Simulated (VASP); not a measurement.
# Ti (P6_3/mmc) in VASP: further runs

The runs below take Ti through single point, with LDA.

All numbers are computed with VASP 6.6.1; they aren't measurements. Logs are shortened: lines on timing, memory, paths and dates and some standing lists are left out, and cuts for length are marked.

## (1) The cell of the first run

The structure is hexagonal, space group P6_3/mmc (No. 194). The conventional cell has a = 2.864 Å, b = 2.864 Å, c = 4.540 Å, α = 90.00°, β = 90.00°, γ = 120.00°. Ti (site symmetry -6m2) has 12 Ti at 2.81 to 2.86 Å within 3.7 Å.

## (2) Single point, LDA

Contents of INCAR:

```
SYSTEM = Ti
ALGO     = Normal         ! electronic algorithm
EDIFF    = 1E-6           ! SCF threshold, eV
ENCUT    = 520            ! plane-wave cutoff, eV
ISIF     = 2              ! what is computed and relaxed
ISMEAR   = 0              ! smearing method
LASPH    = .True.         ! aspherical terms in the spheres
LCHARG   = .False.        ! write CHGCAR
LREAL    = .False.        ! projectors in reciprocal space
LWAVE    = .False.        ! write WAVECAR
NBANDS   = 19             ! bands
NELM     = 100            ! most SCF steps
PREC     = Accurate       ! precision mode
SIGMA    = 0.6            ! smearing width, eV
```

Contents of KPOINTS:

```
k-points
0
Gamma
  13 13 7
  0 0 0
```

Contents of POSCAR:

```
Ti
1.0
    2.8638698861      0.0000000000      0.0000000000
   -1.4319349430      2.4801840745      0.0000000000
    0.0000000000      0.0000000000      4.5399943151
Ti
2
Direct
    0.3333333333      0.6666666667      0.2500000000
    0.6666666667      0.3333333333      0.7500000000
```

Potentials or basis: VASP PAW LDA potentials, release 64 (Ti_sv).

The run is started by

```sh
cat potpaw_LDA.64/Ti_sv/POTCAR > POTCAR
mpirun -np 1 vasp_std > vasp.out
```

OUTCAR:

```text
SYSTEM = Ti
   EDIFF = 1E-6
   ENCUT = 520
   ISIF = 2
   ISMEAR = 0
   LASPH = .True.
   LREAL = .False.
   NELM = 100
   PREC = Accurate

 ion  position               nearest neighbor table
   1  0.333  0.667  0.250-   2 2.81   2 2.81   2 2.81   2 2.81   2 2.81   2 2.81
   2  0.667  0.333  0.750-   1 2.81   1 2.81   1 2.81   1 2.81   1 2.81   1 2.81

  LATTYP: Found a hexagonal cell.
 ALAT       =     2.8638698861
 C/A-ratio  =     1.5852655657

  Lattice vectors:

 A1 = (   2.8638698861,   0.0000000000,   0.0000000000)
 A2 = (  -1.4319349430,   2.4801840745,   0.0000000000)
 A3 = (   0.0000000000,   0.0000000000,   4.5399943151)

Analysis of symmetry for initial positions (statically):
=====================================================================
 Subroutine PRICEL returns:
 Original cell was already a primitive cell.

 Routine SETGRP: Setting up the symmetry group for a
 hexagonal supercell.

 Subroutine GETGRP returns: Found 24 space group operations
 (whereof 12 operations were pure point group operations)
 out of a pool of 24 trial point group operations.

The static configuration has the point symmetry D_3d.
 The point group associated with its full space group is D_6h.

Analysis of symmetry for dynamics (positions and initial velocities):
=====================================================================
 Subroutine PRICEL returns:
 Original cell was already a primitive cell.

 Routine SETGRP: Setting up the symmetry group for a
 hexagonal supercell.

 Subroutine GETGRP returns: Found 24 space group operations
 (whereof 12 operations were pure point group operations)
 out of a pool of 24 trial point group operations.

The dynamic configuration has the point symmetry D_3d.
 The point group associated with its full space group is D_6h.

 Subroutine INISYM returns: Found 24 space group operations
 (whereof 12 operations are pure point group operations),
 and found     1 'primitive' translations

----------------------------------------------------------------------------------------

                                     Primitive cell

  volume of cell :      32.2472

  direct lattice vectors                    reciprocal lattice vectors
     2.863869886  0.000000000  0.000000000     0.349177875  0.201597940  0.000000000
    -1.431934943  2.480184074  0.000000000     0.000000000  0.403195880  0.000000000
     0.000000000  0.000000000  4.539994315     0.000000000  0.000000000  0.220264593

  length of vectors
     2.863869886  2.863869886  4.539994315     0.403195880  0.403195880  0.220264593

[... 79 lines left out ...]
   NELM   =    100;   NELMIN=  2; NELMDL= -5     # of ELM steps
   EDIFF  = 0.1E-05   stopping-criterion for ELM
   LREAL  =      F    real-space projection
   EDIFFG = 0.1E-04   stopping-criterion for IOM
   NSW    =      0    number of steps for IOM
   IBRION =     -1    ionic relax: 0-MD 1-quasi-New 2-CG
   NFREE  =      0    steps in history (QN), initial steepest desc. (CG)
   ISIF   =      2    stress and relaxation
   ISYM   =      2    0-nonsym 1-usesym 2-fastsym
   POTIM  = 0.5000    time-step for ionic-motion
   TEBEG  =    0.0;   TEEND  =   0.0 temperature during run
   PSTRESS=    0.0 pullay stress
   NELECT =      24.0000    total number of electrons
   NUPDOWN=      -1.0000    fix difference up-down
   EMIN   =  10.00;   EMAX   =-10.00  energy-range for DOS
   EFERMI =   0.00;   METHOD = LEGACY
   ISMEAR =     0;   SIGMA  =   0.60  broadening in eV -4-tet -1-fermi 0-gaus
   EFERMI_NEDOS =   21; number of points for ismear=-14 and -15
   IALGO  =     38    algorithm
   IMIX   =      4    mixing-type and parameters
     AMIX     =   0.40;   BMIX     =  1.00
     AMIX_MAG =   1.60;   BMIX_MAG =  1.00
  volume/ion in A,a.u.               =      16.12       108.81
  Fermi-wavevector in a.u.,A,eV,Ry     =   1.483592  2.803582 29.947028  2.201044
  Thomas-Fermi vector in A             =   2.597234
   LORBIT       =      0    0 simple, 1 ext, 2 COOP (PROOUT), +10 PAW based schemes
   GGA     = CA    functional components
   LHFCALC =     F    Hartree Fock is set to
   AEXX    =    0.0000 exact exchange contribution
   IVDW    =     0    specifies the selected vdW correction
   LEPSILON=     F    determine dielectric tensor
   LRPA    =     F    only Hartree local field effects (RPA)
 non-spin polarized calculation
 Gauss-broadening in eV      SIGMA  =   0.60
  energy-cutoff  :      520.00
  volume of cell :       32.25
 maximum number of plane-waves:       883
 NGX is ok and might be reduce to    24
   NGX = 11   NGY = 11   NGZ = 17

 number of electron      24.0000004 magnetization

 Free energy of the ion-electron system (eV)
  ---------------------------------------------------
  ext. energy  EPLUGINS =         0.00000000
  ---------------------------------------------------
  free energy    TOTEN  =       -17.31379683 eV

  energy without entropy =      -16.83653875  energy(sigma->0) =      -17.07516779

 E-fermi :   8.8313     XC(G=0): -12.1415

 val. band max:        8.8274793229   @ k =   0.3077   0.3077   0.4286
 cond. band min:       8.8400293584   @ k =   0.0769   0.0000   0.2857
 fundamental gap:      0.0125500354
 Fermi energy:         8.8313488217

 k-point     1 :       0.0000    0.0000    0.0000
  band No.  band energies     occupation
      1     -47.1048      2.00000
      2     -46.9103      2.00000
      3     -24.1546      2.00000
      4     -23.3636      2.00000
      5     -23.3636      2.00000
      6     -23.2344      2.00000
[... 505 lines left out ...]
      6     -23.3995      2.00000
[... 11 lines left out ...]
     18      10.8505      0.00000
     19      12.5194      0.00000

 [... further k-points ...]

------------------------ aborting loop because EDIFF is reached ----------------------------------------

  FORCE on cell =-STRESS in cart. coord.  units (eV):
  Direction    XX          YY          ZZ          XY          YZ          ZX
  --------------------------------------------------------------------------------------
  -------------------------------------------------------------------------------------
  Total        0.1389089      0.1389089      0.2957755      0.0000000      0.0000000      0.0000000
  in kB        6.9015743      6.9015743     14.6953631      0.0000000      0.0000000      0.0000000
  external PRESSURE =       9.4995039 kB  Pullay stress =       0.0000000 kB

 VOLUME and BASIS-vectors are now :
 -----------------------------------------------------------------------------
  energy-cutoff  :      520.00
  volume of cell :       32.25
      direct lattice vectors                 reciprocal lattice vectors
     2.863869886  0.000000000  0.000000000     0.349177875  0.201597940  0.000000000
    -1.431934943  2.480184074  0.000000000     0.000000000  0.403195880  0.000000000
     0.000000000  0.000000000  4.539994315     0.000000000  0.000000000  0.220264593

 POSITION                                       TOTAL-FORCE (eV/Angst)
 -----------------------------------------------------------------------------------
     -0.00000      1.65346      1.13500         0.000000     -0.000000      0.000000
      1.43193      0.82673      3.40500        -0.000000      0.000000      0.000000
 -----------------------------------------------------------------------------------
    total drift:                               -0.000000      0.000000     -0.000000

  FREE ENERGIE OF THE ION-ELECTRON SYSTEM (eV)
  ---------------------------------------------------
  free  energy   TOTEN  =       -17.3137968284 eV

  energy  without entropy=      -16.8365387488  energy(sigma->0) =      -17.07516779
```

stdout:

```text
POSCAR found type information on POSCAR Ti
 POSCAR found :  1 types and       2 ions
 scaLAPACK will be used
 LDA part: xc-table for (Slater(with rela. corr.)+CA(PZ))
 , standard interpolation
 POSCAR, INCAR and KPOINTS ok, starting setup
 FFT: planning ... GRIDC
 FFT: planning ... GRID_SOFT
 FFT: planning ... GRID
 WAVECAR not read
 entering main loop
```

Wall time 28 s (1 thread of Intel Xeon Platinum 8488C (Sapphire Rapids), shared host); peak memory 0.16 GiB.

Results:

| Item | Value |
| --- | --- |
| Free energy | -17.3138 eV |
| Pressure | 0.9 GPa |
| Band gap on the k mesh | zero (bands 12 and 13 overlap by 1.10 eV) |

Caveat: so wide a smearing shifts energies and pressures.

## (3) Single point, LDA

Contents of INCAR:

```
PREC = Accurate ; ENCUT = 520
EDIFF = 1E-6 ; ISMEAR = 0
SIGMA = 1.0 ; LREAL = False
LASPH = True ; NELM = 100
ALGO = Normal ; ISIF = 2
LWAVE = False ; LCHARG = False
GGA = CA ; NBANDS = 19
```

Contents of KPOINTS:

```
Automatic mesh
0
Gamma
  13 13 7
```

POSCAR is that of step 2.

Potentials or basis: VASP PAW LDA potentials, release 64 (Ti_sv).

The run is started by

```sh
cat potpaw_LDA.64/Ti_sv/POTCAR > POTCAR
mpirun -np 1 vasp_std > vasp.out
```

OUTCAR:

```text
PREC = Accurate
   ENCUT = 520
   EDIFF = 1E-6
   ISMEAR = 0
   LREAL = False
   LASPH = True
   NELM = 100
   ISIF = 2
   GGA = CA

 ion  position               nearest neighbor table
   1  0.333  0.667  0.250-   2 2.81   2 2.81   2 2.81   2 2.81   2 2.81   2 2.81
   2  0.667  0.333  0.750-   1 2.81   1 2.81   1 2.81   1 2.81   1 2.81   1 2.81

  LATTYP: Found a hexagonal cell.
 ALAT       =     2.8638698861
 C/A-ratio  =     1.5852655657

  Lattice vectors:

 A1 = (   2.8638698861,   0.0000000000,   0.0000000000)
 A2 = (  -1.4319349430,   2.4801840745,   0.0000000000)
 A3 = (   0.0000000000,   0.0000000000,   4.5399943151)

Analysis of symmetry for initial positions (statically):
=====================================================================
 Subroutine PRICEL returns:
 Original cell was already a primitive cell.

 Routine SETGRP: Setting up the symmetry group for a
 hexagonal supercell.

 Subroutine GETGRP returns: Found 24 space group operations
 (whereof 12 operations were pure point group operations)
 out of a pool of 24 trial point group operations.

The static configuration has the point symmetry D_3d.
 The point group associated with its full space group is D_6h.

Analysis of symmetry for dynamics (positions and initial velocities):
=====================================================================
 Subroutine PRICEL returns:
 Original cell was already a primitive cell.

 Routine SETGRP: Setting up the symmetry group for a
 hexagonal supercell.

 Subroutine GETGRP returns: Found 24 space group operations
 (whereof 12 operations were pure point group operations)
 out of a pool of 24 trial point group operations.

The dynamic configuration has the point symmetry D_3d.
 The point group associated with its full space group is D_6h.
[... 112 lines left out ...]
   EMIN   =  10.00;   EMAX   =-10.00  energy-range for DOS
   EFERMI =   0.00;   METHOD = LEGACY
   ISMEAR =     0;   SIGMA  =   1.00  broadening in eV -4-tet -1-fermi 0-gaus
   EFERMI_NEDOS =   21; number of points for ismear=-14 and -15
   IALGO  =     38    algorithm
   IMIX   =      4    mixing-type and parameters
     AMIX     =   0.40;   BMIX     =  1.00
     AMIX_MAG =   1.60;   BMIX_MAG =  1.00
  volume/ion in A,a.u.               =      16.12       108.81
  Fermi-wavevector in a.u.,A,eV,Ry     =   1.483592  2.803582 29.947028  2.201044
  Thomas-Fermi vector in A             =   2.597234
   LORBIT       =      0    0 simple, 1 ext, 2 COOP (PROOUT), +10 PAW based schemes
   GGA     = CA    functional components
   LHFCALC =     F    Hartree Fock is set to
   AEXX    =    0.0000 exact exchange contribution
   IVDW    =     0    specifies the selected vdW correction
   LEPSILON=     F    determine dielectric tensor
   LRPA    =     F    only Hartree local field effects (RPA)
 non-spin polarized calculation
 Gauss-broadening in eV      SIGMA  =   1.00
  energy-cutoff  :      520.00
  volume of cell :       32.25
 maximum number of plane-waves:       883
 NGX is ok and might be reduce to    24
   NGX = 11   NGY = 11   NGZ = 17

 number of electron      24.0000004 magnetization

 Free energy of the ion-electron system (eV)
  ---------------------------------------------------
  ext. energy  EPLUGINS =         0.00000000
  ---------------------------------------------------
  free energy    TOTEN  =       -17.76438562 eV

  energy without entropy =      -16.31600178  energy(sigma->0) =      -17.04019370

 E-fermi :   8.8231     XC(G=0): -12.1354

 val. band max:        8.8046624035   @ k =   0.0769   0.0000   0.4286
 cond. band min:       8.8320656415   @ k =   0.0769   0.0769   0.1429
 fundamental gap:      0.0274032380
 Fermi energy:         8.8231493421

 k-point     1 :       0.0000    0.0000    0.0000
  band No.  band energies     occupation
      1     -47.0283      2.00000
      2     -46.8330      2.00000
      3     -24.0716      2.00000
      4     -23.2985      2.00000
      5     -23.2985      2.00000
      6     -23.1688      2.00000
[... 505 lines left out ...]
      6     -23.3346      2.00000
[... 11 lines left out ...]
     18      10.9057      0.00323
     19      12.5872      0.00000

 [... further k-points ...]

------------------------ aborting loop because EDIFF is reached ----------------------------------------

  FORCE on cell =-STRESS in cart. coord.  units (eV):
  Direction    XX          YY          ZZ          XY          YZ          ZX
  --------------------------------------------------------------------------------------
  -------------------------------------------------------------------------------------
  Total        0.5847749      0.5847749      1.0077639      0.0000000      0.0000000      0.0000000
  in kB       29.0540594     29.0540594     50.0699164      0.0000000      0.0000000      0.0000000
  external PRESSURE =      36.0593451 kB  Pullay stress =       0.0000000 kB

 VOLUME and BASIS-vectors are now :
 -----------------------------------------------------------------------------
  energy-cutoff  :      520.00
  volume of cell :       32.25
      direct lattice vectors                 reciprocal lattice vectors
     2.863869886  0.000000000  0.000000000     0.349177875  0.201597940  0.000000000
    -1.431934943  2.480184074  0.000000000     0.000000000  0.403195880  0.000000000
     0.000000000  0.000000000  4.539994315     0.000000000  0.000000000  0.220264593

 POSITION                                       TOTAL-FORCE (eV/Angst)
 -----------------------------------------------------------------------------------
     -0.00000      1.65346      1.13500         0.000000     -0.000000      0.000000
      1.43193      0.82673      3.40500        -0.000000      0.000000      0.000000
 -----------------------------------------------------------------------------------
    total drift:                               -0.000000      0.000000     -0.000000

  FREE ENERGIE OF THE ION-ELECTRON SYSTEM (eV)
  ---------------------------------------------------
  free  energy   TOTEN  =       -17.7643856176 eV

  energy  without entropy=      -16.3160017819  energy(sigma->0) =      -17.04019370
```

Run time: 30 s. Hardware: 1 thread of Intel Xeon Platinum 8488C (Sapphire Rapids), shared host; peak memory 0.16 GiB.

Results:

```
Free energy            : -17.7644 eV
Pressure               : 3.6 GPa
Band gap on the k mesh : zero (bands 12 and 13 overlap by 1.11 eV)
```

Stress tensor (GPa, compression positive):
```
2.91 0.00 0.00
0.00 2.91 0.00
0.00 0.00 5.01
```

Levels at points of the mesh, in eV from the Fermi level:
| k point | band 10 | band 11 | band 12 | band 13 | band 14 | band 15 |
| --- | --- | --- | --- | --- | --- | --- |
| (0.00, 0.00, 0.00) | -2.76 | 0.91 | 0.91 | 1.09 | 1.20 | 1.46 |

Caveat: the cell stands under pressure; so wide a smearing shifts energies and pressures.

## (4) Single point, LDA

Contents of INCAR:

```
SYSTEM = Ti
PREC = Accurate ; ENCUT = 520
EDIFF = 1E-6 ; ISMEAR = 1
SIGMA = 0.01 ; LREAL = .FALSE.
LASPH = .TRUE. ; NELM = 80
ALGO = Normal ; ISIF = 2
LWAVE = .FALSE. ; LCHARG = .FALSE.
GGA = CA ; NBANDS = 19
```

Contents of KPOINTS:

```
regular mesh
0
G
  13 13 7
  0 0 0
```

POSCAR is that of step 3.

The run is started by

```sh
cat potpaw_LDA.64/Ti_sv/POTCAR > POTCAR
mpirun -np 1 vasp_std > vasp.out
```

It took 27 s on 1 thread of Intel Xeon Platinum 8488C (Sapphire Rapids), shared host; peak memory 0.16 GiB.

It converged, with:

| Quantity | Value |
| --- | --- |
| Free energy | -17.0977 eV |
| Pressure | -0.4 GPa |
| Band gap on the k mesh | zero (bands 12 and 13 overlap by 1.10 eV) |

Stress tensor (GPa, compression positive):
```
-0.58  0.00  0.00
 0.00 -0.58  0.00
 0.00  0.00  0.05
```

Levels at points of the mesh, in eV from the Fermi level:
| k point | band 8 | band 9 | band 10 | band 11 | band 12 | band 13 | band 14 | band 15 | band 16 | band 17 |
| --- | --- | --- | --- | --- | --- | --- | --- | --- | --- | --- |
| (0.00, 0.00, 0.00) | -32.20 | -6.33 | -2.91 | 0.74 | 0.74 | 0.87 | 1.05 | 1.30 | 1.30 | 1.67 |

## (5) Summary

```csv
smearing,gap on the mesh (eV),pressure (GPa)
gaussian 0.6 eV,none,0.9
gaussian 1 eV,none,3.6
methfessel-paxton 0.01 eV,none,-0.4
```

Alike in all rows: task single point; level LDA; potentials or basis VASP PAW LDA potentials, release 64 (Ti_sv); no spin polarisation; cell as given; k mesh 13 × 13 × 7; cutoff (eV) 520.

Caveats: so wide a smearing shifts energies and pressures (at least some runs); the cell stands under pressure (at least some runs).

Absolute energies hang on the potentials; compare differences alone.
